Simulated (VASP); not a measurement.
# Ti2C5 (P-3m1) in VASP: single point with PBE

Aim: the single point of Ti2C5 with PBE.

Program: VASP 6.6.1. These are calculated values, not measurements. Logs are shortened: lines on timing, memory, paths and dates and some standing lists are left out, and cuts for length are marked.

### 1 The cell of the first run

It takes space group P-3m1 (No. 164, trigonal). The conventional cell has a = 2.698 Å, b = 2.698 Å, c = 10.631 Å, α = 90.00°, β = 90.00°, γ = 120.00°. Ti (site symmetry 3m) has 9 C at 2.03 to 2.48 Å and 6 Ti at 2.70 Å within 2.7 Å. Within 2.1 Å of C (site symmetry 3m) lie 3 C at 1.56 Å. Within 2.1 Å of C (site symmetry 3m) lie 3 C at 1.56 Å. Within 2.7 Å of C (site symmetry -3m) lie 6 Ti at 2.03 Å and 6 C at 2.70 Å.

### 2 Single point, PBE

INCAR

```
PREC = Accurate ; ENCUT = 600
EDIFF = 1E-6 ; ISMEAR = 0
SIGMA = 0.1 ; LREAL = False
LASPH = True ; NELM = 120
ALGO = Normal ; ISIF = 2
LWAVE = False ; LCHARG = False
GGA = PE ; NBANDS = 31
GGA_COMPAT = False
```

KPOINTS

```
Automatic mesh
0
Gamma
  12 12 4
```

POSCAR

```
Ti2C5
1.0
    2.6978206787      0.0000000000      0.0000000000
   -1.3489103393      2.3363812426      0.0000000000
    0.0000000000      0.0000000000     10.6310249555
Ti C
2 5
Direct
    0.3333333333      0.6666666667      0.1224097554
    0.6666666667      0.3333333333      0.8775902446
    0.0000000000      0.0000000000      0.3036586456
    0.6666666667      0.3333333333      0.3000106332
    0.0000000000      0.0000000000      0.6963413544
    0.3333333333      0.6666666667      0.6999893668
    0.0000000000      0.0000000000      0.0000000000
```

Potentials or basis: VASP PAW PBE potentials, release 64 (Ti_sv, C).

Launch:

```console
$ cat potpaw_PBE.64/Ti_sv/POTCAR potpaw_PBE.64/C/POTCAR > POTCAR
$ mpirun -np 1 vasp_std > vasp.out
```

OUTCAR:

```text
PREC = Accurate
   ENCUT = 600
   EDIFF = 1E-6
   ISMEAR = 0
   LREAL = False
   LASPH = True
   NELM = 120
   ISIF = 2
   GGA = PE

 ion  position               nearest neighbor table
   1  0.333  0.667  0.122-   7 2.03   7 2.03   7 2.03   4 2.45   4 2.45   4 2.45   3 2.48   3 2.48
                             3 2.48
   2  0.667  0.333  0.878-   7 2.03   7 2.03   7 2.03   6 2.45   6 2.45   6 2.45   5 2.48   5 2.48
                             5 2.48
   3  0.000  0.000  0.304-   4 1.56   4 1.56   4 1.56   1 2.48   1 2.48   1 2.48
   4  0.667  0.333  0.300-   3 1.56   3 1.56   3 1.56   1 2.45   1 2.45   1 2.45
   5  0.000  0.000  0.696-   6 1.56   6 1.56   6 1.56   2 2.48   2 2.48   2 2.48
   6  0.333  0.667  0.700-   5 1.56   5 1.56   5 1.56   2 2.45   2 2.45   2 2.45
   7  0.000  0.000  0.000-   1 2.03   2 2.03   1 2.03   2 2.03   2 2.03   1 2.03

  LATTYP: Found a hexagonal cell.
 ALAT       =     2.6978206787
 C/A-ratio  =     3.9405973271

  Lattice vectors:

 A1 = (   2.6978206787,   0.0000000000,   0.0000000000)
 A2 = (  -1.3489103393,   2.3363812426,   0.0000000000)
 A3 = (   0.0000000000,   0.0000000000,  10.6310249555)

Analysis of symmetry for initial positions (statically):
=====================================================================
 Subroutine PRICEL returns:
 Original cell was already a primitive cell.

 Routine SETGRP: Setting up the symmetry group for a
 hexagonal supercell.

 Subroutine GETGRP returns: Found 12 space group operations
 (whereof 12 operations were pure point group operations)
 out of a pool of 24 trial point group operations.

The static configuration has the point symmetry D_3d.

Analysis of symmetry for dynamics (positions and initial velocities):
=====================================================================
 Subroutine PRICEL returns:
 Original cell was already a primitive cell.

 Routine SETGRP: Setting up the symmetry group for a
 hexagonal supercell.

 Subroutine GETGRP returns: Found 12 space group operations
 (whereof 12 operations were pure point group operations)
 out of a pool of 24 trial point group operations.

The dynamic configuration has the point symmetry D_3d.

 Subroutine INISYM returns: Found 12 space group operations
 (whereof 12 operations are pure point group operations),
 and found     1 'primitive' translations

----------------------------------------------------------------------------------------

                                     Primitive cell

  volume of cell :      67.0088

  direct lattice vectors                    reciprocal lattice vectors
     2.697820679  0.000000000  0.000000000     0.370669559  0.214006169  0.000000000
    -1.348910339  2.336381243  0.000000000     0.000000000  0.428012339  0.000000000
     0.000000000  0.000000000 10.631024955     0.000000000  0.000000000  0.094064307

  length of vectors
     2.697820679  2.697820679 10.631024955     0.428012339  0.428012339  0.094064307

  position of ions in fractional coordinates (direct lattice)
     0.333333333  0.666666667  0.122409755
     0.666666667  0.333333333  0.877590245
     0.000000000  0.000000000  0.303658646
     0.666666667  0.333333333  0.300010633
     0.000000000  0.000000000  0.696341354
     0.333333333  0.666666667  0.699989367
     0.000000000  0.000000000  0.000000000

  ion indices of the primitive-cell ions
   primitive index   ion index
                 1           1
                 2           2
                 3           3
                 4           4
                 5           5
                 6           6
                 7           7

----------------------------------------------------------------------------------------

 KPOINTS: Automatic mesh

Automatic generation of k-mesh.
 Grid dimensions read from file:
 generate k-points for:   12   12    4

 Generating k-lattice:

  Cartesian coordinates                     Fractional coordinates (reciprocal lattice)
     0.030889130  0.017833847  0.000000000     0.083333333  0.000000000  0.000000000
     0.000000000  0.035667695  0.000000000     0.000000000  0.083333333  0.000000000
     0.000000000  0.000000000  0.023516077     0.000000000  0.000000000  0.250000000

  Length of vectors
     0.035667695  0.035667695  0.023516077

  Shift w.r.t. Gamma in fractional coordinates (k-lattice)
     0.000000000  0.000000000  0.000000000

 Subroutine IBZKPT returns following result:
 ===========================================

 Found     69 irreducible k-points:

 Following reciprocal coordinates:
            Coordinates               Weight
  0.000000  0.000000  0.000000      1.000000
  0.083333  0.000000  0.000000      6.000000
  0.166667  0.000000  0.000000      6.000000
  0.250000  0.000000  0.000000      6.000000
  0.333333  0.000000  0.000000      6.000000
  0.416667 -0.000000  0.000000      6.000000
[... 16 lines left out ...]
  0.166667  0.000000  0.250000      6.000000
  0.000000  0.166667  0.250000      6.000000
 [... further k-points ...]
   k-points           NKPTS =     69   k-points in BZ     NKDIM =     69   number of bands    NBANDS=     31
   number of dos      NEDOS =    301   number of ions     NIONS =      7
   total plane-waves  NPLWV =  51840
   dimension x,y,z NGX =    24 NGY =   24 NGZ =   90
   dimension x,y,z NGXF=    48 NGYF=   48 NGZF=  180
   ions per type =               2   5
   NGX,Y,Z   is equivalent  to a cutoff of  14.79, 14.79, 14.07 a.u.
   NGXF,Y,Z  is equivalent  to a cutoff of  29.58, 29.58, 28.15 a.u.
 SYSTEM =  unknown system
   PREC   = accura    normal or accurate (medium, high low for compatibility)
   ISTART =      0    job   : 0-new  1-cont  2-samecut
   ICHARG =      2    charge: 1-file 2-atom 10-const
   ISPIN  =      1    spin polarized calculation?
   LNONCOLLINEAR =      F non collinear calculations
   LSORBIT =      F    spin-orbit coupling
   LASPH  =      T    aspherical Exc in radial PAW
   ENCUT  =  600.0 eV  44.10 Ry    6.64 a.u.   5.39  5.39 21.23*2*pi/ulx,y,z
   NELM   =    120;   NELMIN=  2; NELMDL= -5     # of ELM steps
   EDIFF  = 0.1E-05   stopping-criterion for ELM
   LREAL  =      F    real-space projection
   EDIFFG = 0.1E-04   stopping-criterion for IOM
   NSW    =      0    number of steps for IOM
   IBRION =     -1    ionic relax: 0-MD 1-quasi-New 2-CG
   NFREE  =      0    steps in history (QN), initial steepest desc. (CG)
   ISIF   =      2    stress and relaxation
   ISYM   =      2    0-nonsym 1-usesym 2-fastsym
   POTIM  = 0.5000    time-step for ionic-motion
   TEBEG  =    0.0;   TEEND  =   0.0 temperature during run
   PSTRESS=    0.0 pullay stress
   NELECT =      44.0000    total number of electrons
   NUPDOWN=      -1.0000    fix difference up-down
   EMIN   =  10.00;   EMAX   =-10.00  energy-range for DOS
   EFERMI =   0.00;   METHOD = LEGACY
   ISMEAR =     0;   SIGMA  =   0.10  broadening in eV -4-tet -1-fermi 0-gaus
   EFERMI_NEDOS =   21; number of points for ismear=-14 and -15
   IALGO  =     38    algorithm
   IMIX   =      4    mixing-type and parameters
     AMIX     =   0.40;   BMIX     =  1.00
     AMIX_MAG =   1.60;   BMIX_MAG =  1.00
  volume/ion in A,a.u.               =       9.57        64.60
  Fermi-wavevector in a.u.,A,eV,Ry     =   1.422924  2.688937 27.547894  2.024713
  Thomas-Fermi vector in A             =   2.543576
   LORBIT       =      0    0 simple, 1 ext, 2 COOP (PROOUT), +10 PAW based schemes
   GGA     = PE    functional components
   LHFCALC =     F    Hartree Fock is set to
   AEXX    =    0.0000 exact exchange contribution
   IVDW    =     0    specifies the selected vdW correction
   LEPSILON=     F    determine dielectric tensor
   LRPA    =     F    only Hartree local field effects (RPA)
 non-spin polarized calculation
 Gauss-broadening in eV      SIGMA  =   0.10
  energy-cutoff  :      600.00
  volume of cell :       67.01
 maximum number of plane-waves:      2287
 NGX is ok and might be reduce to    24
   NGX = 11   NGY = 11   NGZ = 43

 number of electron      44.0000001 magnetization

 Free energy of the ion-electron system (eV)
  ---------------------------------------------------
  ext. energy  EPLUGINS =         0.00000000
  ---------------------------------------------------
  free energy    TOTEN  =       -60.65255804 eV

  energy without entropy =      -60.64259093  energy(sigma->0) =      -60.64757448

 E-fermi :   8.6729     XC(G=0): -11.4484

 val. band max:        8.6713056508   @ k =   0.0000   0.4167   0.2500
 cond. band min:       8.6747405622   @ k =   0.4167  -0.0000   0.5000
 fundamental gap:      0.0034349113
 Fermi energy:         8.6729296038

 k-point     1 :       0.0000    0.0000    0.0000
  band No.  band energies     occupation
      1     -48.1488      2.00000
      2     -48.1022      2.00000
      3     -24.8258      2.00000
      4     -24.4587      2.00000
      5     -23.8411      2.00000
      6     -23.8411      2.00000
[... 23 lines left out ...]
     30      13.1593      0.00000
     31      13.1647      0.00000

 k-point     2 :       0.0833    0.0000    0.0000
  band No.  band energies     occupation
      1     -48.1344      2.00000
      2     -48.0892      2.00000
      3     -24.8044      2.00000
      4     -24.4479      2.00000
      5     -23.9217      2.00000
      6     -23.9032      2.00000
[... 23 lines left out ...]
     30      12.9358      0.00000
     31      13.3784      0.00000

 k-point     3 :       0.1667    0.0000    0.0000
  band No.  band energies     occupation
      1     -48.0948      2.00000
      2     -48.0535      2.00000
      3     -24.7461      2.00000
      4     -24.4214      2.00000
      5     -24.1354      2.00000
      6     -24.1097      2.00000
[... 703 lines left out ...]
     30      13.0196      0.00000
     31      13.2022      0.00000

 k-point    24 :       0.0000    0.1667    0.2500
  band No.  band energies     occupation
      1     -48.0948      2.00000
      2     -48.0535      2.00000
      3     -24.7461      2.00000
      4     -24.4214      2.00000
      5     -24.1354      2.00000
      6     -24.1097      2.00000
[... 23 lines left out ...]
     30      12.8355      0.00000
     31      13.4461      0.00000

 [... further k-points ...]

------------------------ aborting loop because EDIFF is reached ----------------------------------------

  FORCE on cell =-STRESS in cart. coord.  units (eV):
  Direction    XX          YY          ZZ          XY          YZ          ZX
  --------------------------------------------------------------------------------------
  -------------------------------------------------------------------------------------
  Total       -0.0482768     -0.0482768      0.0299150     -0.0000000      0.0000000     -0.0000000
  in kB       -1.1542951     -1.1542951      0.7152656     -0.0000000      0.0000000     -0.0000000
  external PRESSURE =      -0.5311082 kB  Pullay stress =       0.0000000 kB

 VOLUME and BASIS-vectors are now :
 -----------------------------------------------------------------------------
  energy-cutoff  :      600.00
  volume of cell :       67.01
      direct lattice vectors                 reciprocal lattice vectors
     2.697820679  0.000000000  0.000000000     0.370669559  0.214006169  0.000000000
    -1.348910339  2.336381243  0.000000000     0.000000000  0.428012339  0.000000000
     0.000000000  0.000000000 10.631024955     0.000000000  0.000000000  0.094064307

 POSITION                                       TOTAL-FORCE (eV/Angst)
 -----------------------------------------------------------------------------------
     -0.00000      1.55759      1.30134         0.000000     -0.000000      0.003625
      1.34891      0.77879      9.32968        -0.000000      0.000000     -0.003625
      0.00000      0.00000      3.22820         0.000000     -0.000000      0.004773
      1.34891      0.77879      3.18942        -0.000000      0.000000      0.007224
      0.00000      0.00000      7.40282         0.000000      0.000000     -0.004773
     -0.00000      1.55759      7.44160         0.000000     -0.000000     -0.007224
      0.00000      0.00000      0.00000        -0.000000      0.000000     -0.000000
 -----------------------------------------------------------------------------------
    total drift:                               -0.000000      0.000000     -0.000000

  FREE ENERGIE OF THE ION-ELECTRON SYSTEM (eV)
  ---------------------------------------------------
  free  energy   TOTEN  =       -60.6525580397 eV

  energy  without entropy=      -60.6425909302  energy(sigma->0) =      -60.64757448
```

Run time: 3.2 min. Hardware: 1 thread of Intel Xeon Platinum 8259CL at 2.50GHz (Skylake/Cascade Lake), shared host; peak memory 0.3 GiB.

What came out:

| Quantity | Value |
| --- | --- |
| Free energy | -60.6526 eV |
| Pressure | -0.1 GPa |
| Largest force | 0.007 eV/Å |
| Band gap on the k mesh | zero (bands 22 and 23 overlap by 1.06 eV) |

Forces on the atoms (eV/Å):
```
Ti   0.000  0.000  0.004
Ti   0.000  0.000 -0.004
C    0.000  0.000  0.005
C    0.000  0.000  0.007
C    0.000  0.000 -0.005
C    0.000  0.000 -0.007
C    0.000  0.000  0.000
```

Stress tensor (GPa, compression positive):
```
-0.12  0.00  0.00
 0.00 -0.12  0.00
 0.00  0.00  0.07
```

Caveat: this functional lacks dispersion, which binds layers or chains, so the pressure and a relaxed spacing across them are unreliable.
